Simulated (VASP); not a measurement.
**Ge: single point with PBE**

Ge:

```
CELL_PARAMETERS angstrom
0.07662 2.82839 2.82839
2.82839 0.07662 2.82839
2.82839 2.82839 0.07662
ATOMIC_POSITIONS crystal
Ge 0.00171 0.00171 0.00171
Ge 0.24829 0.24829 0.24829
```

This cell differs from its parent crystal: epitaxial 111 strain -3.0%.

```
Program             : VASP 6.6.1
Task                : single point
Functional          : PBE
Potentials or basis : VASP PAW PBE potentials, release 64 (Ge_d)
Cutoff              : 500 eV
k mesh              : 8 × 8 × 8
Occupations         : fermi-dirac, width 0.02 eV
Spin                : no spin polarisation
```

```json
{"Pressure": "7.0 GPa", "Largest force": "0.060 eV/Å", "Band gap on the k mesh": "0.02 eV, indirect (least direct gap 0.17 eV)"}
```

Forces in eV/Å, atoms in the order of the input:
```
Ge   0.035  0.035  0.035
Ge  -0.035 -0.035 -0.035
```

Stress tensor (GPa, compression positive):
```
 7.04 -1.90 -1.90
-1.90  7.04 -1.90
-1.90 -1.90  7.04
```

Levels at points of the mesh, in eV from the valence-band top:
| k point | band 12 | band 13 | band 14 | band 15 | band 16 | band 17 |
| --- | --- | --- | --- | --- | --- | --- |
| (0.00, 0.00, 0.00) | -0.40 | 0.00 | 0.00 | 0.17 | 2.29 | 2.59 |
| (0.50, 0.00, 0.00) | -7.92 | -1.77 | -1.58 | 0.02 | 3.50 | 3.66 |
| (0.50, 0.50, 0.00) | -9.11 | -3.52 | -3.18 | 0.34 | 0.79 | 9.61 |
| (0.50, 0.50, 0.50) | -7.98 | -1.37 | -1.37 | 0.63 | 3.82 | 3.82 |

Run time: 65 s on 1 thread of AMD EPYC 7R43 64-Core Processor (Zen 3) (shared host), peak memory 0.15 GiB.

Caveat: the cell differs from its parent crystal (epitaxial 111 strain -3.0%). A k mesh can miss the band edges.
